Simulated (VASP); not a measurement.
# Si2Mo (MoSi2 type) (I4/mmm) in VASP: further runs

Si2Mo (MoSi2 type) is run at these levels: PBE; tasks: relaxation of cell and atoms.

Program: VASP 6.6.1. These are calculated values, not measurements. Logs are shortened: lines on timing, memory, paths and dates and some standing lists are left out, and cuts for length are marked.

## Step 1: The cell of the first run

Symmetry: I4/mmm, No. 139, tetragonal system. Conventional cell: a = 3.100 Å, b = 3.100 Å, c = 7.596 Å, α = 90.00°, β = 90.00°, γ = 90.00°. Within 3.3 Å of Mo (site symmetry 4/mmm) lie 10 Si at 2.53 to 2.54 Å and 4 Mo at 3.10 Å. Si (site symmetry 4mm) has 9 Si at 2.51 to 3.10 Å and 5 Mo at 2.53 to 2.54 Å within 3.3 Å.

## Step 2: Relaxation of cell and atoms, PBE

Contents of INCAR:

```
SYSTEM = Si2Mo
PREC     = Accurate       ! precision mode
ENCUT    = 600            ! plane-wave cutoff, eV
EDIFF    = 1E-7           ! SCF threshold, eV
ISMEAR   = -1             ! smearing method
SIGMA    = 0.05           ! smearing width, eV
LREAL    = .FALSE.        ! projectors in reciprocal space
LASPH    = .TRUE.         ! aspherical terms in the spheres
NELM     = 60             ! most SCF steps
ALGO     = Normal         ! electronic algorithm
ISIF     = 3              ! what is computed and relaxed
LWAVE    = .FALSE.        ! write WAVECAR
LCHARG   = .FALSE.        ! write CHGCAR
GGA      = PE             ! functional
IBRION   = 2              ! ionic algorithm
NSW      = 60             ! ionic steps
EDIFFG   = -0.005         ! ionic threshold
```

Contents of KPOINTS:

```
regular mesh
0
G
  15 15 15
  0 0 0
```

Contents of POSCAR:

```
Si2Mo
1.0
   -1.5502181398      1.5502181398      3.7980344424
    1.5502181398     -1.5502181398      3.7980344424
    1.5502181398      1.5502181398     -3.7980344424
Mo Si
1 2
Direct
    0.0000000000      0.0000000000      0.0000000000
    0.3350000000      0.3350000000      0.0000000000
   -0.3350000000     -0.3350000000      0.0000000000
```

Potentials or basis: VASP PAW PBE potentials, release 64 (Mo_sv, Si).

Run with:

```console
$ cat potpaw_PBE.64/Mo_sv/POTCAR potpaw_PBE.64/Si/POTCAR > POTCAR
$ mpirun -np 1 vasp_std > vasp.out
```

OUTCAR:

```text
SYSTEM = Si2Mo
   PREC = Accurate
   ENCUT = 600
   EDIFF = 1E-7
   ISMEAR = -1
   LREAL = .FALSE.
   LASPH = .TRUE.
   NELM = 60
   ISIF = 3
   GGA = PE
   IBRION = 2
   NSW = 60
   EDIFFG = -0.005

 ion  position               nearest neighbor table
   1  0.000  0.000  0.000-   3 2.53   3 2.53   3 2.53   2 2.53   3 2.53   2 2.53   2 2.53   2 2.53
                             2 2.54   3 2.54
   2  0.335  0.335  0.000-   3 2.51   1 2.53   1 2.53   1 2.53   1 2.53   3 2.54   3 2.54   3 2.54
                             3 2.54   1 2.54
   3  0.665  0.665  0.000-   2 2.51   1 2.53   1 2.53   1 2.53   1 2.53   2 2.54   2 2.54   2 2.54
                             2 2.54   1 2.54

  LATTYP: Found a body centered tetragonal cell.
 ALAT       =     3.1004362796
 C/A-ratio  =     2.4499999999

  Lattice vectors:

 A1 = (  -1.5502181398,   1.5502181398,   3.7980344424)
 A2 = (   1.5502181398,  -1.5502181398,   3.7980344424)
 A3 = (   1.5502181398,   1.5502181398,  -3.7980344424)

Analysis of symmetry for initial positions (statically):
=====================================================================
 Subroutine PRICEL returns:
 Original cell was already a primitive cell.

 Routine SETGRP: Setting up the symmetry group for a
 body centered tetragonal supercell.

 Subroutine GETGRP returns: Found 16 space group operations
 (whereof 16 operations were pure point group operations)
 out of a pool of 16 trial point group operations.

The static configuration has the point symmetry D_4h.

Analysis of symmetry for dynamics (positions and initial velocities):
=====================================================================
 Subroutine PRICEL returns:
 Original cell was already a primitive cell.

 Routine SETGRP: Setting up the symmetry group for a
 body centered tetragonal supercell.

 Subroutine GETGRP returns: Found 16 space group operations
 (whereof 16 operations were pure point group operations)
 out of a pool of 16 trial point group operations.

The dynamic configuration has the point symmetry D_4h.

 Subroutine INISYM returns: Found 16 space group operations
 (whereof 16 operations are pure point group operations),
 and found     1 'primitive' translations

----------------------------------------------------------------------------------------

                                     Primitive cell

  volume of cell :      36.5094

  direct lattice vectors                    reciprocal lattice vectors
    -1.550218140  1.550218140  3.798034442     0.000000000  0.322535253  0.131647042
     1.550218140 -1.550218140  3.798034442     0.322535253  0.000000000  0.131647042
[... 118 lines left out ...]
 conjugate gradient relaxation of ions
 non-spin polarized calculation
  energy-cutoff  :      600.00
  volume of cell :       36.51
 maximum number of plane-waves:      1235
   NGX = 17   NGY = 17   NGZ = 17

--------------------------------------- Ionic step        1  -------------------------------------------

 number of electron      22.0000001 magnetization

 Free energy of the ion-electron system (eV)
  ---------------------------------------------------
  ext. energy  EPLUGINS =         0.00000000
  ---------------------------------------------------
  free energy    TOTEN  =       -22.91148596 eV

  energy without entropy =      -22.90957950  energy(sigma->0) =      -22.91053273

------------------------ aborting loop because EDIFF is reached ----------------------------------------

  FORCE on cell =-STRESS in cart. coord.  units (eV):
  Direction    XX          YY          ZZ          XY          YZ          ZX
  --------------------------------------------------------------------------------------
  -------------------------------------------------------------------------------------
  Total        6.3728911      6.3728911      7.1395815      0.0000000     -0.0000000      0.0000000
  in kB      279.6678623    279.6678623    313.3132935      0.0000000     -0.0000000      0.0000000
  external PRESSURE =     290.8830060 kB  Pullay stress =       0.0000000 kB
[... 24 lines left out ...]
--------------------------------------- Ionic step        2  -------------------------------------------

 number of electron      22.0000000 magnetization

 E-fermi :   9.3621     XC(G=0): -11.4760

 val. band max:        9.3591542428   @ k =  -0.0667   0.0667   0.0000
 cond. band min:       9.3627152313   @ k =   0.0667   0.0667   0.0000
 fundamental gap:      0.0035609886
 Fermi energy:         9.3621161367

 k-point     1 :       0.0000    0.0000    0.0000
  band No.  band energies     occupation
      1     -51.6017      2.00000
      2     -25.6580      2.00000
      3     -25.6279      2.00000
      4     -25.6279      2.00000
      5      -2.5095      2.00000
      6       4.2589      2.00000
      7       5.5830      2.00000
      8       7.2095      2.00000
      9       7.3173      2.00000
     10       7.3173      2.00000
     11       9.7320      0.00122
     12      11.4444      0.00000
     13      12.4714      0.00000
     14      12.5398      0.00000
[... 482 lines left out ...]
  FREE ENERGIE OF THE ION-ELECTRON SYSTEM (eV)
  ---------------------------------------------------
  free  energy   TOTEN  =       -23.2578173227 eV

  energy  without entropy=      -23.2555198841  energy(sigma->0) =      -23.25666860

[... ionic steps 4 to 7 ...]

--------------------------------------- Ionic step        8  -------------------------------------------

 number of electron      22.0000000 magnetization

------------------------ aborting loop because EDIFF is reached ----------------------------------------
[... 69 lines left out ...]
--------------------------------------- Ionic step       10  -------------------------------------------

 number of electron      22.0000000 magnetization

 Free energy of the ion-electron system (eV)
  ---------------------------------------------------
  ext. energy  EPLUGINS =         0.00000000
  ---------------------------------------------------
  free energy    TOTEN  =       -23.26053302 eV

  energy without entropy =      -23.25839460  energy(sigma->0) =      -23.25946381

 E-fermi :  12.0664     XC(G=0): -12.3665

 val. band max:       12.0610242950   @ k =  -0.4000  -0.4667   0.4000
 cond. band min:      12.0949605023   @ k =  -0.3333  -0.4000   0.3333
 fundamental gap:      0.0339362073
 Fermi energy:        12.0664266846

 k-point     1 :       0.0000    0.0000    0.0000
  band No.  band energies     occupation
      1     -48.6718      2.00000
      2     -22.8132      2.00000
      3     -22.7462      2.00000
      4     -22.7462      2.00000
      5      -1.2534      2.00000
      6       5.7606      2.00000
      7       8.6409      2.00000
      8       9.0779      2.00000
      9       9.4815      2.00000
     10       9.4815      2.00000
     11      12.4221      0.00163
     12      15.1323      0.00000
     13      15.3105      0.00000
     14      15.5342      0.00000
[... 445 lines left out ...]
  FREE ENERGIE OF THE ION-ELECTRON SYSTEM (eV)
  ---------------------------------------------------
  free  energy   TOTEN  =       -23.2605330187 eV

  energy  without entropy=      -23.2583945962  energy(sigma->0) =      -23.25946381

 reached required accuracy - stopping structural energy minimisation
```

OSZICAR:

```text
N       E                     dE             d eps       ncg     rms          rms(c)
DAV:   1     0.141310226196E+03    0.14131E+03   -0.12672E+04  8640   0.158E+03
DAV:   2    -0.203255645931E+02   -0.16164E+03   -0.15940E+03 10586   0.367E+02
[... 101 lines left out ...]
DAV:   1    -0.232606344339E+02   -0.12954E-03   -0.40034E-03 10012   0.622E-01    0.112E-01
DAV:   2    -0.232605495239E+02    0.84910E-04   -0.56876E-04 10278   0.192E-01    0.233E-02
DAV:   3    -0.232605346933E+02    0.14831E-04   -0.60905E-05 10358   0.478E-02    0.124E-02
DAV:   4    -0.232605320644E+02    0.26289E-05   -0.12227E-05 10754   0.316E-02    0.627E-03
DAV:   5    -0.232605326272E+02   -0.56283E-06   -0.48379E-07  9928   0.559E-03    0.329E-03
DAV:   6    -0.232605329704E+02   -0.34323E-06   -0.10341E-07  4887   0.199E-03    0.626E-04
DAV:   7    -0.232605330187E+02   -0.48319E-07   -0.82042E-09  4474   0.731E-04
  10 F= -.23260533E+02 E0= -.23259464E+02  d E =-.281097E-04
```

CONTCAR:

```text
Si2Mo
   1.00000000000000
    -1.6087066216144754    1.6087066216144754    3.9372619633080066
     1.6087066216144754   -1.6087066216144754    3.9372619633080066
     1.6087066216144754    1.6087066216144754   -3.9372619633080066
  Mo              Si
     1     2
Direct
     0.0000000000000000    0.0000000000000000    0.0000000000000000
     0.3350881481715519    0.3350881481715519    0.0000000000000000
     0.6649118518284479    0.6649118518284479    0.0000000000000000

  0.00000000E+00  0.00000000E+00  0.00000000E+00
  0.00000000E+00  0.00000000E+00  0.00000000E+00
  0.00000000E+00  0.00000000E+00  0.00000000E+00
```

It took 54 min on 1 thread of AMD EPYC 9755, shared host; peak memory 0.33 GiB.

What came out:

- Free energy: -23.2605 eV
- Relaxed volume: 13.59 Å³/atom
- Relaxed cell: a = 4.547 Å, b = 4.547 Å, c = 4.547 Å, α = 138.56°, β = 138.56°, γ = 60.04°
- Space group after relaxing (to 0.1 Å): I4/mmm (No. 139)
- Energy gained by relaxing: 116.3 meV/atom
- Ionic steps: 10
- Pressure after relaxing: 0.0 GPa
- Band gap on the k mesh: zero (bands 11 and 12 overlap by 0.89 eV)

The path:
```csv
step,energy change (eV),largest force (eV/Å),pressure (GPa),volume (Å³)
1,0.0000,0.2715,29.09,36.51
2,0.5155,0.5192,-25.93,49.47
3,-0.3463,0.1342,-1.20,40.96
4,-0.3474,0.1189,-0.10,40.74
5,-0.3473,0.1126,0.35,40.65
6,-0.3489,0.0225,0.25,40.71
7,-0.3489,0.0346,0.26,40.71
8,-0.3490,0.0104,-0.31,40.82
9,-0.3490,0.0189,-0.10,40.78
10,-0.3490,0.0000,0.02,40.76
```

Final structure:
```cif
data_structure
_symmetry_space_group_name_H-M 'P 1'
_symmetry_Int_Tables_number 1
_cell_length_a 4.5473
_cell_length_b 4.5473
_cell_length_c 4.5473
_cell_angle_alpha 138.564
_cell_angle_beta 138.564
_cell_angle_gamma 60.041
_cell_volume 40.76
loop_
_atom_site_label
_atom_site_type_symbol
_atom_site_fract_x
_atom_site_fract_y
_atom_site_fract_z
_atom_site_occupancy
Mo1 Mo 0.00000 0.00000 0.00000 1
Si1 Si 0.33509 0.33509 0.00000 1
Si2 Si 0.66491 0.66491 0.00000 1
```

## Step 3: Relaxation of cell and atoms, PBE, target pressure 28 GPa, at which the enthalpy is minimised

Contents of INCAR:

```
SYSTEM = Si2Mo
  PREC = Accurate
  ENCUT = 600
  EDIFF = 1E-6
  ISMEAR = -1
  SIGMA = 0.05
  LREAL = .FALSE.
  LASPH = .TRUE.
  NELM = 100
  ALGO = Normal
  ISIF = 3
  LWAVE = .FALSE.
  LCHARG = .FALSE.
  GGA = PE
  IBRION = 2
  NSW = 32
  EDIFFG = -0.005
  PSTRESS = 280.0
```

KPOINTS is that of step 2.

Contents of POSCAR:

```
Si2Mo
1.0
   -1.5473822577      1.5473822577      3.8173581290
    1.5473822577     -1.5473822577      3.8173581290
    1.5473822577      1.5473822577     -3.8173581290
Mo Si
1 2
Direct
    0.0000000000      0.0000000000      0.0000000000
    0.3336126051      0.3336126051      0.0000000000
   -0.3336126051     -0.3336126051      0.0000000000
```

Potentials or basis: VASP PAW PBE potentials, release 64 (Mo_sv, Si).

Run with:

```console
$ cat potpaw_PBE.64/Mo_sv/POTCAR potpaw_PBE.64/Si/POTCAR > POTCAR
$ mpirun -np 1 vasp_std > vasp.out
```

It took 15 min on 1 thread of AMD EPYC 9755, shared host; peak memory 0.31 GiB.

Results (log left out):

```
Free energy                                                : -22.9294 eV
Relaxed volume                                             : 12.19 Å³/atom
Relaxed cell                                               : a = 4.401 Å, b = 4.401 Å, c = 4.401 Å, α = 138.82°, β = 138.82°, γ = 59.65°
Space group after relaxing (to 0.1 Å)                      : I4/mmm (No. 139)
Energy change on relaxing (the run minimises the enthalpy) : -1.4 meV/atom
Ionic steps                                                : 3
Pressure after relaxing                                    : 28.0 GPa
Largest force after relaxing                               : 0.003 eV/Å
Band gap on the k mesh                                     : zero (bands 11 and 12 overlap by 1.03 eV)
```

Forces in eV/Å, atoms in the order of the input:
```
Mo   0.000  0.000  0.000
Si   0.000  0.000 -0.003
Si   0.000  0.000  0.003
```

Step by step:
```
step  energy change (eV)  largest force (eV/Å)  pressure (GPa)  volume (Å³)
   1              0.0000                0.0069           28.21        36.56
   2             -0.0147                0.0064           27.46        36.65
   3             -0.0041                0.0032           28.01        36.58
```

Final structure:
```yaml
crystal:
  lattice:
    - [-1.54772, 1.54772, 3.81811]
    - [1.54772, -1.54772, 3.81811]
    - [1.54772, 1.54772, -3.81811]
  atoms:
    - { symbol: Mo, position: [0.00000, 0.00000, 0.00000] }
    - { symbol: Si, position: [0.33360, 0.33360, 0.00000] }
    - { symbol: Si, position: [0.66640, 0.66640, 0.00000] }
```

Levels at points of the mesh, in eV from the Fermi level:
```tsv
k point	band 9	band 10	band 11	band 12	band 13	band 14
(0.00, 0.00, 0.00)	-2.89	-2.89	0.47	2.78	3.77	3.94
```

Caveat: the cell is relaxed towards a set pressure, so the run minimises the enthalpy, not the energy.

The gap in the log of VASP goes by the Fermi energy; the results here count the filled bands.